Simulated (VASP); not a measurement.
Here is a VASP 6.6.1 calculation.

The input INCAR:

```
SYSTEM = F
PREC     = Accurate       ! precision mode
ENCUT    = 910            ! plane-wave cutoff, eV
EDIFF    = 1E-7           ! SCF threshold, eV
ISMEAR   = -1             ! smearing method
SIGMA    = 0.05           ! smearing width, eV
LREAL    = .False.        ! projectors in reciprocal space
LASPH    = .True.         ! aspherical terms in the spheres
NELM     = 120            ! most SCF steps
ALGO     = Normal         ! electronic algorithm
ISIF     = 3              ! what is computed and relaxed
LWAVE    = .False.        ! write WAVECAR
LCHARG   = .False.        ! write CHGCAR
GGA      = PE             ! functional
IBRION   = 2              ! ionic algorithm
NSW      = 100            ! ionic steps
EDIFFG   = -0.005         ! ionic threshold
GGA_COMPAT= .False.      
NELMIN   = 4
```

The input KPOINTS:

```
regular mesh
0
Gamma
  16 16 16
  0 0 0
```

Contents of POSCAR:

```
F
1.0
    0.0000000000      2.2322827293      2.2322827293
    2.2322827293      0.0000000000      2.2322827293
    2.2322827293      2.2322827293      0.0000000000
F
2
Direct
    0.0000000000      0.0000000000      0.0000000000
    0.2500000000      0.2500000000      0.2500000000
```

Potentials or basis: VASP PAW PBE potentials, release 64 (F_h).

Launch:

```sh
$ cat potpaw_PBE.64/F_h/POTCAR > POTCAR
$ mpirun -np 1 vasp_std > vasp.out
```

Problem. Estimate the relaxed volume.

Solution. 12.97 Å³/atom.

Problem. What does it give for the space group after relaxing (to 0.1 Å)?

Solution. Fd-3m (No. 227).

Final structure:
```xyz
2
Lattice="0.0000 2.3494 2.3494 2.3494 0.0000 2.3494 2.3494 2.3494 0.0000" Properties=species:S:1:pos:R:3 pbc="T T T"
F     0.0000    0.0000    0.0000
F     1.1747    1.1747    1.1747
```

Caveat: the cutoff is under 1.25 times the usual one of these potentials, so pressure, stress and relaxed cells hold a basis-set (Pulay) error; the volume moved by over 15 % at a fixed basis, so the end points are rough.
